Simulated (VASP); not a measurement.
# TiMoSe4 (P4/mmm) in VASP: relaxation of cell and atoms with PBE

Aim: the relaxation of cell and atoms of TiMoSe4 with PBE.

Everything below comes from runs of VASP 6.6.1. Logs are shortened: lines on timing, memory, paths and dates and some standing lists are left out, and cuts for length are marked.

## Step 1: The cell of the first run

It takes space group P4/mmm (No. 123, tetragonal). The conventional cell has a = 4.429 Å, b = 4.429 Å, c = 8.657 Å, α = 90.00°, β = 90.00°, γ = 90.00°. Ti (site symmetry 4/mmm) has 2 Se at 1.87 Å within 2.5 Å. Mo (site symmetry 4/mmm) has 2 Se at 2.51 Å and 4 Ti at 3.13 Å within 3.3 Å. Se (site symmetry 4mm) has 1 Ti at 1.87 Å within 2.5 Å. Within 3.3 Å of Se (site symmetry 4mm) lie 1 Mo at 2.51 Å and 4 Se at 3.20 Å.

The cell was generated, and may not be a known phase.

## Step 2: Relaxation of cell and atoms, PBE, collinear spin

INCAR

```
SYSTEM = TiMoSe4
PREC = Accurate
ENCUT = 600
EDIFF = 1E-6
ISMEAR = 0
SIGMA = 0.1
LREAL = .False.
LASPH = .True.
NELM = 150
ALGO = Normal
ISIF = 3
LWAVE = .False.
LCHARG = .False.
ISPIN = 2
MAGMOM = 1 1 0 0 0 0
LORBIT = 11
LMAXMIX = 4
GGA = PE
IBRION = 2
NSW = 90
EDIFFG = -0.04
```

KPOINTS

```
regular mesh
0
Gamma
  4 4 2
  0 0 0
```

POSCAR

```
TiMoSe4
1.0
    4.4288978300      0.0000000000      0.0000000000
    0.0000000000      4.4288978300      0.0000000000
    0.0000000000      0.0000000000      8.6570372100
Ti Mo Se
1 1 4
Direct
    0.5000000000      0.5000000000      0.5000000000
    0.0000000000      0.0000000000      0.5000000000
    0.5000000000      0.5000000000      0.2838694000
    0.5000000000      0.5000000000      0.7161306000
    0.0000000000      0.0000000000      0.2096679000
    0.0000000000      0.0000000000      0.7903321000
```

Potentials or basis: VASP PAW PBE potentials, release 64 (Ti_sv, Mo_sv, Se).

Started as:

```bash
cat potpaw_PBE.64/Ti_sv/POTCAR potpaw_PBE.64/Mo_sv/POTCAR potpaw_PBE.64/Se/POTCAR > POTCAR
mpirun -np 1 vasp_std > vasp.out
```

OUTCAR:

```text
SYSTEM = TiMoSe4
   PREC = Accurate
   ENCUT = 600
   EDIFF = 1E-6
   ISMEAR = 0
   LREAL = .False.
   LASPH = .True.
   NELM = 150
   ISIF = 3
   ISPIN = 2
   LORBIT = 11
   GGA = PE
   IBRION = 2
   NSW = 90
   EDIFFG = -0.04

 ion  position               nearest neighbor table
   1  0.500  0.500  0.500-   3 1.87   4 1.87   2 3.13   2 3.13   2 3.13   2 3.13
   2  0.000  0.000  0.500-   5 2.51   6 2.51   1 3.13   1 3.13   1 3.13   1 3.13
   3  0.500  0.500  0.284-   1 1.87
   4  0.500  0.500  0.716-   1 1.87
   5  0.000  0.000  0.210-   2 2.51
   6  0.000  0.000  0.790-   2 2.51

  LATTYP: Found a simple tetragonal cell.
 ALAT       =     4.4288978300
 C/A-ratio  =     1.9546707877

  Lattice vectors:

 A1 = (   4.4288978300,   0.0000000000,   0.0000000000)
 A2 = (   0.0000000000,   4.4288978300,   0.0000000000)
 A3 = (   0.0000000000,   0.0000000000,   8.6570372100)

Analysis of symmetry for initial positions (statically):
=====================================================================
 Subroutine PRICEL returns:
 Original cell was already a primitive cell.

 Routine SETGRP: Setting up the symmetry group for a
 simple tetragonal supercell.

 Subroutine GETGRP returns: Found 16 space group operations
 (whereof 16 operations were pure point group operations)
 out of a pool of 16 trial point group operations.

The static configuration has the point symmetry D_4h.

Analysis of symmetry for dynamics (positions and initial velocities):
=====================================================================
 Subroutine PRICEL returns:
 Original cell was already a primitive cell.

 Routine SETGRP: Setting up the symmetry group for a
 simple tetragonal supercell.

 Subroutine GETGRP returns: Found 16 space group operations
 (whereof 16 operations were pure point group operations)
 out of a pool of 16 trial point group operations.

The dynamic configuration has the point symmetry D_4h.

Analysis of structural, dynamic, and magnetic symmetry:
=====================================================================
 Subroutine PRICEL returns:
 Original cell was already a primitive cell.

 Routine SETGRP: Setting up the symmetry group for a
 simple tetragonal supercell.

 Subroutine GETGRP returns: Found 16 space group operations
 (whereof 16 operations were pure point group operations)
 out of a pool of 16 trial point group operations.

The overall configuration has the point symmetry D_4h.

 Subroutine INISYM returns: Found 16 space group operations
 (whereof 16 operations are pure point group operations),
 and found     1 'primitive' translations

----------------------------------------------------------------------------------------

                                     Primitive cell

  volume of cell :     169.8090

  direct lattice vectors                    reciprocal lattice vectors
     4.428897830  0.000000000  0.000000000     0.225789810  0.000000000  0.000000000
     0.000000000  4.428897830  0.000000000     0.000000000  0.225789810  0.000000000
     0.000000000  0.000000000  8.657037210     0.000000000  0.000000000  0.115512961

  length of vectors
     4.428897830  4.428897830  8.657037210     0.225789810  0.225789810  0.115512961

  position of ions in fractional coordinates (direct lattice)
     0.500000000  0.500000000  0.500000000
     0.000000000  0.000000000  0.500000000
     0.500000000  0.500000000  0.283869400
     0.500000000  0.500000000  0.716130600
     0.000000000  0.000000000  0.209667900
     0.000000000  0.000000000  0.790332100

  ion indices of the primitive-cell ions
   primitive index   ion index
                 1           1
                 2           2
                 3           3
                 4           4
                 5           5
                 6           6

----------------------------------------------------------------------------------------

 KPOINTS: regular mesh

Automatic generation of k-mesh.
 Grid dimensions read from file:
 generate k-points for:    4    4    2

 Generating k-lattice:

  Cartesian coordinates                     Fractional coordinates (reciprocal lattice)
     0.056447453  0.000000000  0.000000000     0.250000000  0.000000000  0.000000000
     0.000000000  0.056447453  0.000000000     0.000000000  0.250000000  0.000000000
     0.000000000  0.000000000  0.057756480     0.000000000  0.000000000  0.500000000

  Length of vectors
     0.056447453  0.056447453  0.057756480

  Shift w.r.t. Gamma in fractional coordinates (k-lattice)
     0.000000000  0.000000000  0.000000000

 Subroutine IBZKPT returns following result:
 ===========================================

 Found     12 irreducible k-points:

 Following reciprocal coordinates:
            Coordinates               Weight
  0.000000  0.000000  0.000000      1.000000
  0.250000  0.000000  0.000000      4.000000
  0.500000  0.000000  0.000000      2.000000
  0.250000  0.250000  0.000000      4.000000
  0.500000  0.250000  0.000000      4.000000
  0.500000  0.500000  0.000000      1.000000
  0.000000  0.000000  0.500000      1.000000
  0.250000  0.000000  0.500000      4.000000
  0.500000  0.000000  0.500000      2.000000
  0.250000  0.250000  0.500000      4.000000
  0.500000  0.250000  0.500000      4.000000
  0.500000  0.500000  0.500000      1.000000
   k-points           NKPTS =     12   k-points in BZ     NKDIM =     12   number of bands    NBANDS=     31
   number of dos      NEDOS =    301   number of ions     NIONS =      6
   total plane-waves  NPLWV =  90720
   dimension x,y,z NGX =    36 NGY =   36 NGZ =   70
   dimension x,y,z NGXF=    72 NGYF=   72 NGZF=  140
   ions per type =               1   1   4
   NGX,Y,Z   is equivalent  to a cutoff of  13.51, 13.51, 13.44 a.u.
   NGXF,Y,Z  is equivalent  to a cutoff of  27.03, 27.03, 26.88 a.u.
 SYSTEM =  TiMoSe4
   PREC   = accura    normal or accurate (medium, high low for compatibility)
   ISTART =      0    job   : 0-new  1-cont  2-samecut
   ICHARG =      2    charge: 1-file 2-atom 10-const
   ISPIN  =      2    spin polarized calculation?
   LNONCOLLINEAR =      F non collinear calculations
   LSORBIT =      F    spin-orbit coupling
   LASPH  =      T    aspherical Exc in radial PAW
   ENCUT  =  600.0 eV  44.10 Ry    6.64 a.u.   8.85  8.85 17.29*2*pi/ulx,y,z
   NELM   =    150;   NELMIN=  2; NELMDL= -5     # of ELM steps
   EDIFF  = 0.1E-05   stopping-criterion for ELM
   LREAL  =      F    real-space projection
   EDIFFG = -.4E-01   stopping-criterion for IOM
   NSW    =     90    number of steps for IOM
   IBRION =      2    ionic relax: 0-MD 1-quasi-New 2-CG
   NFREE  =      1    steps in history (QN), initial steepest desc. (CG)
   ISIF   =      3    stress and relaxation
   ISYM   =      2    0-nonsym 1-usesym 2-fastsym
   POTIM  = 0.5000    time-step for ionic-motion
   TEBEG  =    0.0;   TEEND  =   0.0 temperature during run
   PSTRESS=    0.0 pullay stress
   NELECT =      50.0000    total number of electrons
   NUPDOWN=      -1.0000    fix difference up-down
   EMIN   =  10.00;   EMAX   =-10.00  energy-range for DOS
   EFERMI =   0.00;   METHOD = LEGACY
   ISMEAR =     0;   SIGMA  =   0.10  broadening in eV -4-tet -1-fermi 0-gaus
   EFERMI_NEDOS =   21; number of points for ismear=-14 and -15
   IALGO  =     38    algorithm
   IMIX   =      4    mixing-type and parameters
     AMIX     =   0.40;   BMIX     =  1.00
     AMIX_MAG =   1.60;   BMIX_MAG =  1.00
  volume/ion in A,a.u.               =      28.30       190.99
  Fermi-wavevector in a.u.,A,eV,Ry     =   1.089126  2.058149 16.139157  1.186195
  Thomas-Fermi vector in A             =   2.225322
   LORBIT       =     11    0 simple, 1 ext, 2 COOP (PROOUT), +10 PAW based schemes
   GGA     = PE    functional components
   LHFCALC =     F    Hartree Fock is set to
   AEXX    =    0.0000 exact exchange contribution
   IVDW    =     0    specifies the selected vdW correction
   LEPSILON=     F    determine dielectric tensor
   LRPA    =     F    only Hartree local field effects (RPA)
 conjugate gradient relaxation of ions
 spin polarized calculation
 Gauss-broadening in eV      SIGMA  =   0.10
  energy-cutoff  :      600.00
  volume of cell :      169.81
 maximum number of plane-waves:      5744
 NGX is ok and might be reduce to    36
   NGX = 17   NGY = 17   NGZ = 35

--------------------------------------- Ionic step        1  -------------------------------------------

 number of electron      49.9999993 magnetization       0.5149341

 Free energy of the ion-electron system (eV)
  ---------------------------------------------------
  ext. energy  EPLUGINS =         0.00000000
  ---------------------------------------------------
  free energy    TOTEN  =       -24.08267466 eV

  energy without entropy =      -24.05451882  energy(sigma->0) =      -24.06859674

------------------------ aborting loop because EDIFF is reached ----------------------------------------

  FORCE on cell =-STRESS in cart. coord.  units (eV):
  Direction    XX          YY          ZZ          XY          YZ          ZX
  --------------------------------------------------------------------------------------
  -------------------------------------------------------------------------------------
  Total       -4.3019162     -4.3019162     49.2703735      0.0000000      0.0000000      0.0000000
  in kB      -40.5893331    -40.5893331    464.8746125      0.0000000      0.0000000      0.0000000
  external PRESSURE =     127.8986487 kB  Pullay stress =       0.0000000 kB
[... 103 lines left out ...]
  FREE ENERGIE OF THE ION-ELECTRON SYSTEM (eV)
  ---------------------------------------------------
  free  energy   TOTEN  =       -26.8482078875 eV

  energy  without entropy=      -26.8264016820  energy(sigma->0) =      -26.83730478

 E-fermi :   3.8097     XC(G=0):  -9.2035

 val. band max:        3.7786714990   @ k =   0.5000   0.2500   0.5000
 cond. band min:       3.8648297520   @ k =   0.5000   0.2500   0.0000
 fundamental gap:      0.0861582529
 Fermi energy:         3.8097362563

 spin component 1

 k-point     1 :       0.0000    0.0000    0.0000
  band No.  band energies     occupation
      1     -57.3216      1.00000
      2     -53.1131      1.00000
      3     -31.5892      1.00000
      4     -31.3970      1.00000
      5     -31.3970      1.00000
      6     -29.3775      1.00000
[... 397 lines left out ...]
     30       5.4490      0.00000
     31       6.8099      0.00000
 Fermi energy:         3.8097362563

 spin component 2

 k-point     1 :       0.0000    0.0000    0.0000
  band No.  band energies     occupation
      1     -56.5354      1.00000
      2     -53.4363      1.00000
      3     -30.7161      1.00000
      4     -30.5505      1.00000
      5     -30.5505      1.00000
      6     -29.7366      1.00000
[... 397 lines left out ...]
     30       5.2606      0.00000
     31       6.8321      0.00000

[... ionic steps 4 to 14 ...]

--------------------------------------- Ionic step       15  -------------------------------------------

 number of electron      50.0000000 magnetization      -0.0000059

 number of electron      50.0000000 magnetization       0.0000313
[... 79 lines left out ...]
 number of electron      50.0000000 magnetization      -0.0000040

 number of electron      50.0000000 magnetization       0.0000057

 Free energy of the ion-electron system (eV)
  ---------------------------------------------------
  ext. energy  EPLUGINS =         0.00000000
  ---------------------------------------------------
  free energy    TOTEN  =       -31.99965580 eV

  energy without entropy =      -31.98506426  energy(sigma->0) =      -31.99236003

 E-fermi :   4.7934     XC(G=0):  -9.6260

 val. band max:        4.7858721121   @ k =   0.2500   0.0000   0.5000
 cond. band min:       4.8128921785   @ k =   0.0000   0.0000   0.0000
 fundamental gap:      0.0270200664
 Fermi energy:         4.7933865996

 spin component 1

 k-point     1 :       0.0000    0.0000    0.0000
  band No.  band energies     occupation
      1     -55.6133      1.00000
      2     -52.3260      1.00000
      3     -29.8469      1.00000
      4     -29.7910      1.00000
      5     -29.7910      1.00000
      6     -28.5887      1.00000
[... 397 lines left out ...]
     30       6.9478      0.00000
     31       8.1527      0.00000
 Fermi energy:         4.7933865996

 spin component 2

 k-point     1 :       0.0000    0.0000    0.0000
  band No.  band energies     occupation
      1     -55.6133      1.00000
      2     -52.3260      1.00000
      3     -29.8469      1.00000
      4     -29.7910      1.00000
      5     -29.7910      1.00000
      6     -28.5887      1.00000
[... 430 lines left out ...]
  FREE ENERGIE OF THE ION-ELECTRON SYSTEM (eV)
  ---------------------------------------------------
  free  energy   TOTEN  =       -31.9996558012 eV

  energy  without entropy=      -31.9850642552  energy(sigma->0) =      -31.99236003

 reached required accuracy - stopping structural energy minimisation

 total charge

# of ion       s       p       d       tot
------------------------------------------
    1        2.213   6.092   1.896  10.201
    2        2.343   6.083   4.067  12.493
    3        1.516   2.184   0.049   3.748
    4        1.516   2.184   0.049   3.748
    5        1.519   2.150   0.068   3.737
    6        1.519   2.150   0.068   3.737
--------------------------------------------------
tot         10.626  20.843   6.198  37.666

 magnetization (x)

# of ion       s       p       d       tot
------------------------------------------
    1        0.000   0.000  -0.000  -0.000
    2        0.000   0.000   0.000   0.000
    3       -0.000   0.000  -0.000   0.000
    4       -0.000   0.000  -0.000   0.000
    5        0.000  -0.000   0.000  -0.000
    6        0.000  -0.000   0.000  -0.000
--------------------------------------------------
tot          0.000   0.000   0.000   0.000
```

Wall time 26 min (1 thread of Intel Xeon 6975P-C (Granite Rapids), shared host); peak memory 0.46 GiB.

Results:

```
Free energy                                           : -31.9997 eV
Relaxed volume                                        : 23.61 Å³/atom
Relaxed cell                                          : a = 3.855 Å, b = 3.855 Å, c = 9.535 Å, α = 90.00°, β = 90.00°, γ = 90.00°
Space group after relaxing (to 0.1 Å)                 : P4/mmm (No. 123)
Energy gained by relaxing                             : 1319.5 meV/atom
Ionic steps                                           : 17
Pressure after relaxing                               : 0.0 GPa
Largest force after relaxing                          : 0.016 eV/Å
Band gap on the k mesh                                : zero (filled and empty bands overlap)
Net moment                                            : 0.00 μB per cell
Valence electrons inside the program's atomic spheres : Ti 10.20; Mo 12.49; Se 3.75, 3.74 (each value once)
```

Forces in eV/Å, atoms in the order of the input:
```
Ti   0.000  0.000  0.000
Mo   0.000  0.000  0.000
Se   0.000  0.000  0.001
Se   0.000  0.000 -0.001
Se   0.000  0.000 -0.016
Se   0.000  0.000  0.016
```

Stress tensor (GPa, compression positive):
```
-0.07  0.00  0.00
 0.00 -0.07  0.00
 0.00  0.00  0.02
```

The path:
| step | energy change (eV) | largest force (eV/Å) | pressure (GPa) | volume (Å³) |
| --- | --- | --- | --- | --- |
| 1 | 0.0000 | 14.9891 | 12.79 | 169.81 |
| 2 | -2.0616 | 1.1599 | -11.30 | 220.96 |
| 3 | -2.7655 | 1.2868 | -11.73 | 214.45 |
| 4 | -3.4550 | 1.4647 | -11.86 | 208.37 |
| 5 | -5.2647 | 1.9147 | -9.91 | 189.68 |
| 6 | -5.3896 | 1.9598 | -4.74 | 179.90 |
| 7 | -5.4837 | 1.9725 | -7.82 | 184.50 |
| 8 | -5.4931 | 1.9717 | -7.17 | 183.34 |
| 9 | -7.0454 | 1.3887 | -3.58 | 156.65 |
| 10 | -7.5101 | 1.6511 | 3.08 | 139.27 |
| 11 | -7.6937 | 0.3190 | 4.78 | 134.22 |
| 12 | -7.8176 | 0.5599 | 3.29 | 136.18 |
| 13 | -7.8701 | 0.4825 | -1.88 | 144.57 |
| 14 | -7.8845 | 0.3765 | -0.36 | 141.81 |
| 15 | -7.9004 | 0.2287 | -0.23 | 141.75 |
| 16 | -7.9091 | 0.1828 | 0.02 | 141.66 |
| 17 | -7.9170 | 0.0161 | -0.04 | 141.66 |

Final structure:
```
Ti Mo Se
1.0
     3.85453    0.00000    0.00000
     0.00000    3.85453    0.00000
     0.00000    0.00000    9.53486
Ti Mo Se
1 1 4
Direct
  0.50000 0.50000 0.50000
  0.00000 0.00000 0.50000
  0.50000 0.50000 0.22002
  0.50000 0.50000 0.77998
  0.00000 0.00000 0.23800
  0.00000 0.00000 0.76200
```

Levels at points of the mesh, in eV from the Fermi level:
Spin up:
| k point | band 22 | band 23 | band 24 | band 25 | band 26 | band 27 |
| --- | --- | --- | --- | --- | --- | --- |
| (0.00, 0.00, 0.00) | -1.74 | -0.29 | -0.29 | 0.02 | 1.57 | 1.57 |
| (0.50, 0.00, 0.00) | -2.08 | -1.84 | -1.67 | -0.80 | -0.33 | -0.14 |
| (0.50, 0.50, 0.00) | -1.34 | -1.34 | -1.30 | 1.17 | 1.33 | 1.33 |
| (0.00, 0.00, 0.50) | -1.49 | -0.31 | -0.31 | -0.28 | 1.57 | 1.57 |
| (0.50, 0.00, 0.50) | -2.01 | -1.91 | -1.88 | -0.76 | -0.30 | -0.13 |
| (0.50, 0.50, 0.50) | -1.39 | -1.39 | -1.30 | 1.17 | 1.46 | 1.46 |
Spin down:
```tsv
k point	band 21	band 22	band 23	band 24	band 25	band 26	band 27	band 28
(0.00, 0.00, 0.00)	-1.99	-1.74	-0.29	-0.29	0.02	1.57	1.57	1.98
(0.50, 0.00, 0.00)	-2.14	-2.08	-1.84	-1.67	-0.80	-0.33	-0.14	0.69
(0.50, 0.50, 0.00)	-1.70	-1.34	-1.34	-1.30	1.17	1.33	1.33	1.59
(0.00, 0.00, 0.50)	-1.99	-1.49	-0.31	-0.31	-0.28	1.57	1.57	2.63
(0.50, 0.00, 0.50)	-2.10	-2.01	-1.91	-1.88	-0.76	-0.30	-0.13	0.60
(0.50, 0.50, 0.50)	-1.64	-1.39	-1.39	-1.30	1.17	1.46	1.46	1.59
```

Caveat: the k points lie up to 0.41 Å⁻¹ apart in the final cell, too coarse for converged energies and pressures of a metal; the volume moved by over 15 % at a fixed basis, so the end points are rough; this functional lacks dispersion, which binds layers or chains, so the pressure and a relaxed spacing across them are unreliable.

The gap in the log of VASP goes by the Fermi energy; the results here count the filled bands.